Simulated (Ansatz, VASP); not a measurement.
## Sn in VASP and in Ansatz

```
Sn
1.0
     3.14594   -1.81632   -0.01590
     3.14594    1.81632   -0.01590
    -2.06559    0.00000    4.98279
Sn
2
Cartesian
  5.2432 0.0000 -0.0259
  -1.0169 0.0000 4.9769
```

Alike in both runs: task single point; functional PBE; dispersion D3(BJ); k mesh 6 × 6 × 4; occupations gaussian, width 0.1 eV; no spin polarisation.

|  | VASP | Ansatz |
| --- | --- | --- |
| version | VASP 6.6.1 | Ansatz 0.2.0 |
| potentials or method | VASP PAW PBE potentials, release 64 (Sn_d), cutoff 520 eV | scalar-relativistic, plane waves, PAW |
| valence electrons in the cell | 28 | 28 |

|  | VASP | Ansatz | Ansatz less VASP |
| --- | --- | --- | --- |
| gap on the k mesh at the Fermi level (eV) | none | none | - |
| rms of the force components (eV/Å) | 0.009 | 0.009 | +0.0001 |

Atom by atom the forces differ by 0.000 eV/Å (rms over components). A gap of «none» marks a metal or a gap that the smearing closes.
